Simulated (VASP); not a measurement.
# BaTe (P6_3/mmc) in VASP: notebook

BaTe is run at these levels: PBE; tasks: single point.

All numbers are computed with VASP 6.6.1; they aren't measurements. Logs are shortened: lines on timing, memory, paths and dates and some standing lists are left out, and cuts for length are marked.

## (1) The cell of the first run

It takes space group P6_3/mmc (No. 194, hexagonal). Conventional cell: a = 4.849 Å, b = 4.849 Å, c = 8.601 Å, α = 90.00°, β = 90.00°, γ = 120.00°. Within 4.6 Å of Ba (site symmetry -6m2) lie 6 Te at 3.53 Å. Within 4.6 Å of Te (site symmetry -3m) lie 6 Ba at 3.53 Å and 2 Te at 4.30 Å.

## (2) Single point, PBE

Input file INCAR:

```
PREC     = Accurate       # precision mode
ENCUT    = 520            # plane-wave cutoff, eV
EDIFF    = 1E-6           # SCF threshold, eV
ISMEAR   = 0              # smearing method
SIGMA    = 0.02           # smearing width, eV
LREAL    = False          # projectors in reciprocal space
LASPH    = True           # aspherical terms in the spheres
NELM     = 80             # most SCF steps
ALGO     = Normal         # electronic algorithm
ISIF     = 2              # what is computed and relaxed
LWAVE    = False          # write WAVECAR
LCHARG   = False          # write CHGCAR
GGA      = PE             # functional
NBANDS   = 24             # bands
```

Input file KPOINTS:

```
Automatic mesh
0
Gamma
  6 6 6
```

Input file POSCAR:

```
BaTe
1.0
    4.8487584051      0.0000000000      0.0000000000
   -2.4243792026      4.1991479557      0.0000000000
    0.0000000000      0.0000000000      8.6013633671
Ba Te
2 2
Direct
    0.0000000000      0.0000000000      0.0000000000
    0.3333333333      0.6666666667      0.5000000000
    0.6666666667      0.3333333333      0.2500000000
    0.6666666667      0.3333333333      0.7500000000
```

Potentials or basis: VASP PAW PBE potentials, release 64 (Ba_sv, Te).

Started as:

```console
$ cat potpaw_PBE.64/Ba_sv/POTCAR potpaw_PBE.64/Te/POTCAR > POTCAR
$ mpirun -np 1 vasp_std > vasp.out
```

OUTCAR:

```text
PREC = Accurate
   ENCUT = 520
   EDIFF = 1E-6
   ISMEAR = 0
   LREAL = False
   LASPH = True
   NELM = 80
   ISIF = 2
   GGA = PE

 ion  position               nearest neighbor table
   1  0.000  0.000  0.000-   3 3.53   4 3.53   3 3.53   4 3.53   3 3.53   4 3.53
   2  0.333  0.667  0.500-   3 3.53   4 3.53   3 3.53   4 3.53   3 3.53   4 3.53
   3  0.667  0.333  0.250-   2 3.53   1 3.53   2 3.53   1 3.53   1 3.53   2 3.53
   4  0.667  0.333  0.750-   2 3.53   1 3.53   2 3.53   1 3.53   1 3.53   2 3.53

  LATTYP: Found a hexagonal cell.
 ALAT       =     4.8487584051
 C/A-ratio  =     1.7739311074

  Lattice vectors:

 A1 = (   4.8487584051,   0.0000000000,   0.0000000000)
 A2 = (  -2.4243792026,   4.1991479557,   0.0000000000)
 A3 = (   0.0000000000,   0.0000000000,   8.6013633671)

Analysis of symmetry for initial positions (statically):
=====================================================================
 Subroutine PRICEL returns:
 Original cell was already a primitive cell.

 Routine SETGRP: Setting up the symmetry group for a
 hexagonal supercell.

 Subroutine GETGRP returns: Found 24 space group operations
 (whereof 12 operations were pure point group operations)
 out of a pool of 24 trial point group operations.

The static configuration has the point symmetry D_3h.
 The point group associated with its full space group is D_6h.

Analysis of symmetry for dynamics (positions and initial velocities):
=====================================================================
 Subroutine PRICEL returns:
 Original cell was already a primitive cell.

 Routine SETGRP: Setting up the symmetry group for a
 hexagonal supercell.

 Subroutine GETGRP returns: Found 24 space group operations
 (whereof 12 operations were pure point group operations)
 out of a pool of 24 trial point group operations.

The dynamic configuration has the point symmetry D_3h.
 The point group associated with its full space group is D_6h.

 Subroutine INISYM returns: Found 24 space group operations
 (whereof 12 operations are pure point group operations),
 and found     1 'primitive' translations

----------------------------------------------------------------------------------------

                                     Primitive cell

[... 91 lines left out ...]
   LASPH  =      T    aspherical Exc in radial PAW
   ENCUT  =  520.0 eV  38.22 Ry    6.18 a.u.   9.02  9.02 15.99*2*pi/ulx,y,z
   NELM   =     80;   NELMIN=  2; NELMDL= -5     # of ELM steps
   EDIFF  = 0.1E-05   stopping-criterion for ELM
   LREAL  =      F    real-space projection
   EDIFFG = 0.1E-04   stopping-criterion for IOM
   NSW    =      0    number of steps for IOM
   IBRION =     -1    ionic relax: 0-MD 1-quasi-New 2-CG
   NFREE  =      0    steps in history (QN), initial steepest desc. (CG)
   ISIF   =      2    stress and relaxation
   ISYM   =      2    0-nonsym 1-usesym 2-fastsym
   POTIM  = 0.5000    time-step for ionic-motion
   TEBEG  =    0.0;   TEEND  =   0.0 temperature during run
   PSTRESS=    0.0 pullay stress
   NELECT =      32.0000    total number of electrons
   NUPDOWN=      -1.0000    fix difference up-down
   EMIN   =  10.00;   EMAX   =-10.00  energy-range for DOS
   EFERMI =   0.00;   METHOD = LEGACY
   ISMEAR =     0;   SIGMA  =   0.02  broadening in eV -4-tet -1-fermi 0-gaus
   EFERMI_NEDOS =   21; number of points for ismear=-14 and -15
   IALGO  =     38    algorithm
   IMIX   =      4    mixing-type and parameters
     AMIX     =   0.40;   BMIX     =  1.00
     AMIX_MAG =   1.60;   BMIX_MAG =  1.00
  volume/ion in A,a.u.               =      43.78       295.46
  Fermi-wavevector in a.u.,A,eV,Ry     =   0.928977  1.755513 11.741815  0.862999
  Thomas-Fermi vector in A             =   2.055211
   LORBIT       =      0    0 simple, 1 ext, 2 COOP (PROOUT), +10 PAW based schemes
   GGA     = PE    functional components
   LHFCALC =     F    Hartree Fock is set to
   AEXX    =    0.0000 exact exchange contribution
   IVDW    =     0    specifies the selected vdW correction
   LEPSILON=     F    determine dielectric tensor
   LRPA    =     F    only Hartree local field effects (RPA)
 non-spin polarized calculation
 Gauss-broadening in eV      SIGMA  =   0.02
  energy-cutoff  :      520.00
  volume of cell :      175.13
 maximum number of plane-waves:      4755
 NGX is ok and might be reduce to    36
   NGX = 17   NGY = 17   NGZ = 31

 number of electron      32.0000001 magnetization

 Free energy of the ion-electron system (eV)
  ---------------------------------------------------
  ext. energy  EPLUGINS =         0.00000000
  ---------------------------------------------------
  free energy    TOTEN  =       -16.98429318 eV

  energy without entropy =      -16.98429318  energy(sigma->0) =      -16.98429318

 E-fermi :   2.7295     XC(G=0):  -8.1346

 val. band max:        2.6075661654   @ k =   0.0000   0.0000   0.0000
 cond. band min:       3.9131885249   @ k =   0.5000   0.0000   0.0000
 fundamental gap:      1.3056223595
 Fermi energy:         2.7295428382

 k-point     1 :       0.0000    0.0000    0.0000
  band No.  band energies     occupation
      1     -24.9376      2.00000
      2     -24.9293      2.00000
      3     -10.4152      2.00000
      4     -10.0944      2.00000
      5     -10.0944      2.00000
      6     -10.0898      2.00000
[... 637 lines left out ...]
     23       7.3233      0.00000
     24       7.3233      0.00000

 [... further k-points ...]

------------------------ aborting loop because EDIFF is reached ----------------------------------------

  FORCE on cell =-STRESS in cart. coord.  units (eV):
  Direction    XX          YY          ZZ          XY          YZ          ZX
  --------------------------------------------------------------------------------------
  -------------------------------------------------------------------------------------
  Total        0.3452878      0.3452878      0.4060559     -0.0000000      0.0000000     -0.0000000
  in kB        3.1588780      3.1588780      3.7148169     -0.0000000      0.0000000     -0.0000000
  external PRESSURE =       3.3441910 kB  Pullay stress =       0.0000000 kB

 VOLUME and BASIS-vectors are now :
 -----------------------------------------------------------------------------
  energy-cutoff  :      520.00
  volume of cell :      175.13
      direct lattice vectors                 reciprocal lattice vectors
     4.848758405  0.000000000  0.000000000     0.206238364  0.119071775  0.000000000
    -2.424379203  4.199147956  0.000000000     0.000000000  0.238143550  0.000000000
     0.000000000  0.000000000  8.601363367     0.000000000  0.000000000  0.116260639

 POSITION                                       TOTAL-FORCE (eV/Angst)
 -----------------------------------------------------------------------------------
      0.00000      0.00000      0.00000         0.000000     -0.000000      0.000000
     -0.00000      2.79943      4.30068        -0.000000     -0.000000      0.000000
      2.42438      1.39972      2.15034        -0.000000      0.000000     -0.000000
      2.42438      1.39972      6.45102        -0.000000      0.000000     -0.000000
 -----------------------------------------------------------------------------------
    total drift:                               -0.000000      0.000000     -0.000000

  FREE ENERGIE OF THE ION-ELECTRON SYSTEM (eV)
  ---------------------------------------------------
  free  energy   TOTEN  =       -16.9842931827 eV

  energy  without entropy=      -16.9842931827  energy(sigma->0) =      -16.98429318
```

It took 2.3 min on 1 thread of Intel Xeon Platinum 8259CL at 2.50GHz (Skylake/Cascade Lake), shared host; peak memory 0.33 GiB.

What came out:

```yaml
Free_energy: -16.9843 eV
Pressure: 0.3 GPa
Band_gap_on_the_k_mesh: 1.31 eV, indirect (least direct gap 1.63 eV)
```

Levels at points of the mesh, in eV from the valence-band top:
```
           k point  band 12  band 13  band 14  band 15  band 16  band 17  band 18  band 19  band 20  band 21
(0.00, 0.00, 0.00)    -0.97    -0.97    -0.66    -0.66     0.00     2.00     2.22     2.66     2.66     3.06
(0.50, 0.00, 0.00)    -1.85    -1.70    -1.33    -0.72    -0.32     1.31     3.22     3.53     4.05     4.12
(0.00, 0.00, 0.50)    -1.75    -0.85    -0.85    -0.85    -0.85     2.98     2.98     3.49     3.49     3.52
(0.50, 0.00, 0.50)    -2.02    -1.44    -1.44    -1.05    -1.05     2.14     2.14     4.39     4.39     4.55
```

Caveat: spin-orbit coupling is left out, which moves the levels of the heavy elements. Expect the measured gap to be larger: semilocal functionals such as PBE lack the derivative discontinuity.

## (3) Single point, PBE

This run uses another cell than the first one, of 44.63 Å³/atom, 1.019 times its volume.

Input file INCAR:

```
PREC = Accurate
ENCUT = 520
EDIFF = 1E-7
ISMEAR = 0
SIGMA = 0.02
LREAL = False
LASPH = True
NELM = 100
ALGO = Normal
ISIF = 2
LWAVE = False
LCHARG = False
GGA = PE
NBANDS = 24
```

Input file KPOINTS:

```
regular mesh
0
Gamma
  6 6 6
```

Input file POSCAR:

```
BaTe
1.0
    4.8985793369      0.0000000000      0.0000000000
   -2.4492896685      4.2422941482      0.0000000000
    0.0000000000      0.0000000000      8.5913724504
Ba Te
2 2
Direct
    0.0000000000      0.0000000000      0.0000000000
    0.0000000000      0.0000000000      0.5000000000
    0.3333333333      0.6666666667      0.2500000000
    0.6666666667      0.3333333333      0.7500000000
```

Potentials or basis: VASP PAW PBE potentials, release 64 (Ba_sv, Te).

Started as:

```console
$ cat potpaw_PBE.64/Ba_sv/POTCAR potpaw_PBE.64/Te/POTCAR > POTCAR
$ mpirun -np 1 vasp_std > vasp.out
```

It took 2.5 min on 1 thread of Intel Xeon Platinum 8259CL at 2.50GHz (Skylake/Cascade Lake), shared host; peak memory 0.33 GiB.

It converged, with:

```
Free energy            : -16.9637 eV
Pressure               : 0.3 GPa
Band gap on the k mesh : 1.67 eV, indirect (least direct gap 1.72 eV)
```

Levels at points of the mesh, in eV from the valence-band top:
```tsv
k point	band 14	band 15	band 16	band 17	band 18	band 19
(0.00, 0.00, 0.00)	-0.24	0.00	0.00	1.72	2.72	3.05
(0.50, 0.00, 0.00)	-1.06	-0.76	-0.37	1.67	2.97	4.43
(0.00, 0.00, 0.50)	-0.57	-0.57	-0.57	2.98	2.98	3.56
(0.50, 0.00, 0.50)	-0.99	-0.76	-0.76	2.47	2.47	4.15
```

Caveat: spin-orbit coupling is left out, which moves the levels of the heavy elements. A k mesh can miss the band edges.
